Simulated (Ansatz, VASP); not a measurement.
## Two plane-wave programs on NaCl

The input INCAR:

```
SYSTEM = NaCl
PREC = Accurate ; ENCUT = 500
EDIFF = 1E-6 ; ISMEAR = 0
SIGMA = 0.01 ; LREAL = .FALSE.
LASPH = .TRUE. ; NELM = 120
ALGO = Normal ; ISIF = 2
LWAVE = .FALSE. ; LCHARG = .FALSE.
GGA = PE ; NBANDS = 14
GGA_COMPAT = .FALSE.
```

Contents of KPOINTS:

```
Automatic mesh
0
G
  4 4 4
  0 0 0
```

POSCAR

```
NaCl
1.0
    0.0000000000      2.8100000000      2.8100000000
    2.8100000000      0.0000000000      2.8100000000
    2.8100000000      2.8100000000      0.0000000000
Na Cl
1 1
Direct
   -0.0004045136     -0.0011642149      0.0004756466
    0.5002623321      0.5007550078      0.4996915368
```

Input for Ansatz:

```yaml
crystal:
  lattice:
    - [0.0, 2.81, 2.81]
    - [2.81, 0.0, 2.81]
    - [2.81, 2.81, 0.0]
  atoms:
    - { symbol: Na, position: [-0.0004045136149824815, -0.0011642148830678881, 0.0004756466322289392] }
    - { symbol: Cl, position: [0.5002623321493108, 0.5007550078222494, 0.49969153682302603] }
basis:
  ecutwfc: 420.0
kpoints:
  mp_grid:
    grid: [4, 4, 4]
hamiltonian:
  xc: pbe
scf:
  occupations:
    method: fixed
output:
  forces: true
```

Alike in both runs: task single point; functional PBE; k mesh 4 × 4 × 4; no spin polarisation.

|  | VASP | Ansatz |
| --- | --- | --- |
| version | VASP 6.6.1 | Ansatz 0.2.0 |
| potentials or method | VASP PAW PBE potentials, release 64 (Na_pv, Cl), cutoff 500 eV | plane waves, PAW |
| occupations | gaussian, width 0.01 eV | fixed |
| valence electrons in the cell | 14 | 16 |

```tsv
	VASP	Ansatz	Ansatz less VASP
rms of the force components (eV/Å)	0.007	0.007	0.0000
```

Atom by atom the forces differ by 0.000 eV/Å (rms over components). VASP's potentials hold 14 valence electrons a cell and Ansatz's 16, so a difference there can come from the potentials and not from the codes.

The k mesh is coarse, so the values compare programs but aren't converged.
